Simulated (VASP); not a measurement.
# Ge8S9 (a cell with a defect) in VASP: single point with PBE

Aim: the single point of Ge8S9 (a cell with a defect) with PBE.

All numbers are computed with VASP 6.6.1; they aren't measurements. Logs are shortened: lines on timing, memory, paths and dates and some standing lists are left out, and cuts for length are marked.

## 1. The cell of the first run

The cell holds a defect, 17 atoms: a = 5.771 Å, b = 5.771 Å, c = 10.785 Å, α = 90.00°, β = 90.00°, γ = 101.16°.

## 2. Single point, PBE

Contents of INCAR:

```
SYSTEM = Ge8S9
PREC     = Accurate       ! precision mode
ENCUT    = 520            ! plane-wave cutoff, eV
EDIFF    = 1E-7           ! SCF threshold, eV
ISMEAR   = 0              ! smearing method
SIGMA    = 0.02           ! smearing width, eV
LREAL    = Auto         
LASPH    = .TRUE.         ! aspherical terms in the spheres
NELM     = 80             ! most SCF steps
ALGO     = Normal         ! electronic algorithm
ISIF     = 2              ! what is computed and relaxed
LWAVE    = .FALSE.        ! write WAVECAR
LCHARG   = .FALSE.        ! write CHGCAR
GGA      = PE             ! functional
NBANDS   = 97             ! bands
```

Contents of KPOINTS:

```
Automatic mesh
0
Gamma
  3 3 2
  0 0 0.5
```

Contents of POSCAR:

```
Ge8S9
1.0
    0.0000000000     -3.6648200634     -4.4582437440
    0.0000000000     -3.6648200634      4.4582437440
  -10.7854111416      0.0000000000      0.0000000000
Ge S
8 9
Direct
    0.1867381004      0.5632583394      0.1345289466
    0.7205827170      0.0293416865      0.1844409985
    0.8122732454      0.4441780729      0.8545479518
    0.3059959227      0.9377491784      0.8545614886
    0.7051159426      0.5631225846      0.4062415371
    0.1868230804      0.0448761532      0.4062527559
    0.3069027620      0.4431449764      0.6014383610
    0.8092792023      0.9408045369      0.6189888278
    0.1253188775      0.6246224436      0.3540498317
    0.6140992623      0.1357855759      0.3746044492
    0.8818884839      0.3769479447      0.6256154644
    0.3731914723      0.8681731572      0.6256146299
    0.1157508431      0.1258803924      0.1737594400
    0.6240717542      0.6341651907      0.1737291213
    0.8581326800      0.8919679768      0.8348150925
    0.3802083433      0.3698145644      0.8171789544
    0.5593684779      1.1904961509      1.0378714221
```

Potentials or basis: VASP PAW PBE potentials, release 64 (Ge_d, S).

Command:

```
$ cat potpaw_PBE.64/Ge_d/POTCAR potpaw_PBE.64/S/POTCAR > POTCAR
$ mpirun -np 1 vasp_std > vasp.out
```

OUTCAR:

```text
SYSTEM = Ge8S9
   PREC = Accurate
   ENCUT = 520
   EDIFF = 1E-7
   ISMEAR = 0
   LREAL = Auto
   LASPH = .TRUE.
   NELM = 80
   ISIF = 2
   GGA = PE

 ion  position               nearest neighbor table
   1  0.187  0.563  0.135-   9 2.43  14 2.51  13 2.51
   2  0.721  0.029  0.184-  17 2.14  13 2.24  14 2.24  10 2.26
   3  0.812  0.444  0.855-  16 2.48  11 2.54  15 2.56  17 2.71
   4  0.306  0.938  0.855-  16 2.48  12 2.54  15 2.56  17 2.71
   5  0.705  0.563  0.406-  10 2.44   9 2.45  14 2.60
   6  0.187  0.045  0.406-  10 2.44   9 2.45  13 2.60
   7  0.307  0.443  0.601-  16 2.42  11 2.42  12 2.42
   8  0.809  0.941  0.619-  15 2.37  12 2.47  11 2.47
   9  0.125  0.625  0.354-   1 2.43   5 2.45   6 2.45
  10  0.614  0.136  0.375-   2 2.26   6 2.44   5 2.44
  11  0.882  0.377  0.626-   7 2.42   8 2.47   3 2.54
  12  0.373  0.868  0.626-   7 2.42   8 2.47   4 2.54
  13  0.116  0.126  0.174-   2 2.24   1 2.51   6 2.60
  14  0.624  0.634  0.174-   2 2.24   1 2.51   5 2.60
  15  0.858  0.892  0.835-   8 2.37   3 2.56   4 2.56
  16  0.380  0.370  0.817-   7 2.42   3 2.48   4 2.48
  17  0.559  0.190  0.038-   2 2.14   4 2.71   3 2.71

  LATTYP: Found a base centered orthorhombic cell.
 ALAT       =     7.3296401268
 B/A-ratio  =     1.2164973087
 C/A-ratio  =     1.4714789478

  Lattice vectors:

 A1 = (   0.0000000000,  -3.6648200634,  -4.4582437440)
 A2 = (   0.0000000000,  -3.6648200634,   4.4582437440)
 A3 = ( -10.7854111416,   0.0000000000,   0.0000000000)

Analysis of symmetry for initial positions (statically):
=====================================================================
 Subroutine PRICEL returns:
 Original cell was already a primitive cell.

 Routine SETGRP: Setting up the symmetry group for a
 base centered orthorhombic supercell.

 Subroutine GETGRP returns: Found  1 space group operations
 (whereof  1 operations were pure point group operations)
 out of a pool of  8 trial point group operations.

The static configuration has the point symmetry C_1 .

Analysis of symmetry for dynamics (positions and initial velocities):
=====================================================================
 Subroutine PRICEL returns:
 Original cell was already a primitive cell.

 Routine SETGRP: Setting up the symmetry group for a
 base centered orthorhombic supercell.

 Subroutine GETGRP returns: Found  1 space group operations
 (whereof  1 operations were pure point group operations)
 out of a pool of  8 trial point group operations.

The dynamic configuration has the point symmetry C_1 .

 Subroutine INISYM returns: Found  1 space group operations
 (whereof  1 operations are pure point group operations),
 and found     1 'primitive' translations

----------------------------------------------------------------------------------------

                                     Primitive cell

  volume of cell :     352.4384

  direct lattice vectors                    reciprocal lattice vectors
     0.000000000 -3.664820063 -4.458243744     0.000000000 -0.136432346 -0.112151786
     0.000000000 -3.664820063  4.458243744     0.000000000 -0.136432346  0.112151786
   -10.785411142  0.000000000  0.000000000    -0.092717838  0.000000000  0.000000000

  length of vectors
     5.771208139  5.771208139 10.785411142     0.176612028  0.176612028  0.092717838

  position of ions in fractional coordinates (direct lattice)
     0.186738100  0.563258339  0.134528947
     0.720582717  0.029341686  0.184440999
     0.812273245  0.444178073  0.854547952
     0.305995923  0.937749178  0.854561489
     0.705115943  0.563122585  0.406241537
     0.186823080  0.044876153  0.406252756
[... 9 lines left out ...]
     0.380208343  0.369814564  0.817178954
     0.559368478  0.190496151  0.037871422

  ion indices of the primitive-cell ions
   primitive index   ion index
                 1           1
                 2           2
                 3           3
                 4           4
                 5           5
                 6           6
[... 9 lines left out ...]
                16          16
                17          17

----------------------------------------------------------------------------------------

 KPOINTS: Automatic mesh

Automatic generation of k-mesh.
 Grid dimensions read from file:
 generate k-points for:    3    3    2

 Generating k-lattice:

  Cartesian coordinates                     Fractional coordinates (reciprocal lattice)
     0.000000000 -0.045477449 -0.037383929     0.333333333  0.000000000  0.000000000
     0.000000000 -0.045477449  0.037383929     0.000000000  0.333333333  0.000000000
    -0.046358919  0.000000000  0.000000000     0.000000000  0.000000000  0.500000000

  Length of vectors
     0.058870676  0.058870676  0.046358919

  Shift w.r.t. Gamma in fractional coordinates (k-lattice)
     0.000000000  0.000000000  0.500000000

 Subroutine IBZKPT returns following result:
 ===========================================

 Found      9 irreducible k-points:

 Following reciprocal coordinates:
            Coordinates               Weight
  0.000000  0.000000  0.250000      2.000000
  0.333333 -0.000000  0.250000      2.000000
 -0.333333  0.000000  0.250000      2.000000
 -0.000000  0.333333 -0.250000      2.000000
  0.000000 -0.333333 -0.250000      2.000000
  0.333333  0.333333  0.250000      2.000000
 -0.333333 -0.333333  0.250000      2.000000
 -0.333333  0.333333  0.250000      2.000000
  0.333333 -0.333333  0.250000      2.000000
   k-points           NKPTS =      9   k-points in BZ     NKDIM =      9   number of bands    NBANDS=     97
   number of dos      NEDOS =    301   number of ions     NIONS =     17
   total plane-waves  NPLWV = 184320
   dimension x,y,z NGX =    48 NGY =   48 NGZ =   80
   dimension x,y,z NGXF=    96 NGYF=   96 NGZF=  160
   ions per type =               8   9
   NGX,Y,Z   is equivalent  to a cutoff of  13.83, 13.83, 12.33 a.u.
   NGXF,Y,Z  is equivalent  to a cutoff of  27.65, 27.65, 24.66 a.u.
 SYSTEM =  Ge8S9
   PREC   = accura    normal or accurate (medium, high low for compatibility)
   ISTART =      0    job   : 0-new  1-cont  2-samecut
   ICHARG =      2    charge: 1-file 2-atom 10-const
   ISPIN  =      1    spin polarized calculation?
   LNONCOLLINEAR =      F non collinear calculations
   LSORBIT =      F    spin-orbit coupling
   LASPH  =      T    aspherical Exc in radial PAW
   ENCUT  =  520.0 eV  38.22 Ry    6.18 a.u.  10.73 10.73 20.05*2*pi/ulx,y,z
   NELM   =     80;   NELMIN=  2; NELMDL= -5     # of ELM steps
   EDIFF  = 0.1E-06   stopping-criterion for ELM
   LREAL  =      T    real-space projection
   EDIFFG = 0.1E-05   stopping-criterion for IOM
   NSW    =      0    number of steps for IOM
   IBRION =     -1    ionic relax: 0-MD 1-quasi-New 2-CG
   NFREE  =      0    steps in history (QN), initial steepest desc. (CG)
   ISIF   =      2    stress and relaxation
   ISYM   =      2    0-nonsym 1-usesym 2-fastsym
   POTIM  = 0.5000    time-step for ionic-motion
   TEBEG  =    0.0;   TEEND  =   0.0 temperature during run
   PSTRESS=    0.0 pullay stress
   NELECT =     166.0000    total number of electrons
   NUPDOWN=      -1.0000    fix difference up-down
   EMIN   =  10.00;   EMAX   =-10.00  energy-range for DOS
   EFERMI =   0.00;   METHOD = LEGACY
   ISMEAR =     0;   SIGMA  =   0.02  broadening in eV -4-tet -1-fermi 0-gaus
   EFERMI_NEDOS =   21; number of points for ismear=-14 and -15
   IALGO  =     38    algorithm
   IMIX   =      4    mixing-type and parameters
     AMIX     =   0.40;   BMIX     =  1.00
     AMIX_MAG =   1.60;   BMIX_MAG =  1.00
  volume/ion in A,a.u.               =      20.73       139.90
  Fermi-wavevector in a.u.,A,eV,Ry     =   1.273747  2.407033 22.074516  1.622431
  Thomas-Fermi vector in A             =   2.406553
   LORBIT       =      0    0 simple, 1 ext, 2 COOP (PROOUT), +10 PAW based schemes
   GGA     = PE    functional components
   LHFCALC =     F    Hartree Fock is set to
   AEXX    =    0.0000 exact exchange contribution
   IVDW    =     0    specifies the selected vdW correction
   LEPSILON=     F    determine dielectric tensor
   LRPA    =     F    only Hartree local field effects (RPA)
 non-spin polarized calculation
 Gauss-broadening in eV      SIGMA  =   0.02
  energy-cutoff  :      520.00
  volume of cell :      352.44
 maximum number of plane-waves:      9495
 NGX is ok and might be reduce to    48
   NGX = 21   NGY = 21   NGZ = 41

 number of electron     165.9999978 magnetization

 Free energy of the ion-electron system (eV)
  ---------------------------------------------------
  ext. energy  EPLUGINS =         0.00000000
  ---------------------------------------------------
  free energy    TOTEN  =       -76.18794520 eV

  energy without entropy =      -76.18794520  energy(sigma->0) =      -76.18794520

 E-fermi :   5.0300     XC(G=0):  -9.9805

 val. band max:        4.8854817818   @ k =  -0.3333   0.0000   0.2500
 cond. band min:       6.1036149861   @ k =  -0.3333   0.3333   0.2500
 fundamental gap:      1.2181332043
 Fermi energy:         5.0300042360

 k-point     1 :       0.0000    0.0000    0.2500
  band No.  band energies     occupation
      1     -20.1354      2.00000
      2     -20.1261      2.00000
      3     -20.1120      2.00000
      4     -20.0716      2.00000
      5     -20.0551      2.00000
      6     -19.8535      2.00000
[... 87 lines left out ...]
     94       8.8128      0.00000
     95       9.0275      0.00000

 k-point     2 :       0.3333   -0.0000    0.2500
  band No.  band energies     occupation
      1     -20.1353      2.00000
      2     -20.1259      2.00000
      3     -20.1120      2.00000
      4     -20.0715      2.00000
      5     -20.0550      2.00000
      6     -19.8534      2.00000
[... 675 lines left out ...]
     94       7.9295      0.00000
     95       7.9400      0.00000

 k-point     9 :       0.3333   -0.3333    0.2500
  band No.  band energies     occupation
      1     -20.1353      2.00000
      2     -20.1258      2.00000
      3     -20.1121      2.00000
      4     -20.0715      2.00000
      5     -20.0550      2.00000
      6     -19.8532      2.00000
[... 87 lines left out ...]
     94       7.8528      0.00000
     95       8.0886      0.00000
 [bands above 95 left out]

------------------------ aborting loop because EDIFF is reached ----------------------------------------

  FORCE on cell =-STRESS in cart. coord.  units (eV):
  Direction    XX          YY          ZZ          XY          YZ          ZX
  --------------------------------------------------------------------------------------
  -------------------------------------------------------------------------------------
  Total       11.6269274      5.0377681      6.3519435     -0.0037979      0.0066381     -1.4060106
  in kB       52.8557665     22.9015877     28.8758012     -0.0172652      0.0301769     -6.3916945
  external PRESSURE =      34.8777185 kB  Pullay stress =       0.0000000 kB

 VOLUME and BASIS-vectors are now :
 -----------------------------------------------------------------------------
  energy-cutoff  :      520.00
  volume of cell :      352.44
      direct lattice vectors                 reciprocal lattice vectors
     0.000000000 -3.664820063 -4.458243744     0.000000000 -0.136432346 -0.112151786
     0.000000000 -3.664820063  4.458243744     0.000000000 -0.136432346  0.112151786
   -10.785411142  0.000000000  0.000000000    -0.092717838  0.000000000  0.000000000

 POSITION                                       TOTAL-FORCE (eV/Angst)
 -----------------------------------------------------------------------------------
     -1.45095     -2.74860      1.67862        -0.011759      0.000682     -0.005469
     -1.98927     -2.74834     -3.08172         0.031413      0.000312      0.017595
     -9.21665     -4.60467     -1.64106        -0.003251      0.000938     -0.002676
     -9.21680     -4.55810      2.81651        -0.002698     -0.000013     -0.002410
     -4.38148     -4.64787     -0.63304        -0.004697      0.001509      0.009453
     -4.38160     -0.84914     -0.63283        -0.004814     -0.000221      0.009245
[... 9 lines left out ...]
     -8.81361     -2.74870     -0.04634         0.001809     -0.000403      0.008670
     -0.40846     -2.74812     -1.64452        -0.037303     -0.002117     -0.041226
 -----------------------------------------------------------------------------------
    total drift:                                0.000089      0.000915      0.004729

  FREE ENERGIE OF THE ION-ELECTRON SYSTEM (eV)
  ---------------------------------------------------
  free  energy   TOTEN  =       -76.1879451988 eV

  energy  without entropy=      -76.1879451988  energy(sigma->0) =      -76.18794520
```

It took 17 min on 1 thread of Oxide Virtual Turin-like, shared host; peak memory 0.49 GiB.

What came out:

```yaml
Free_energy: -76.1879 eV
Pressure: 3.5 GPa
Largest_force: 0.056 eV/Å
Band_gap_on_the_k_mesh: 1.22 eV
```

Forces on the atoms (eV/Å):
```
Ge  -0.012  0.001 -0.005
Ge   0.031  0.000  0.018
Ge  -0.003  0.001 -0.003
Ge  -0.003  0.000 -0.002
Ge  -0.005  0.002  0.009
Ge  -0.005  0.000  0.009
Ge  -0.006  0.000 -0.008
Ge   0.000  0.000 -0.011
S    0.004 -0.001 -0.008
S    0.025 -0.002 -0.018
S    0.001 -0.004  0.004
S    0.001  0.006  0.004
S    0.005  0.018  0.021
S    0.004 -0.017  0.020
S   -0.003  0.000  0.002
S    0.002  0.000  0.009
S   -0.037 -0.002 -0.041
```

Levels at points of the mesh, in eV from the valence-band top:
| k point | band 80 | band 81 | band 82 | band 83 | band 84 | band 85 | band 86 | band 87 |
| --- | --- | --- | --- | --- | --- | --- | --- | --- |
| (0.00, 0.00, 0.25) | -1.05 | -0.47 | -0.24 | -0.16 | 1.81 | 1.95 | 2.33 | 2.55 |
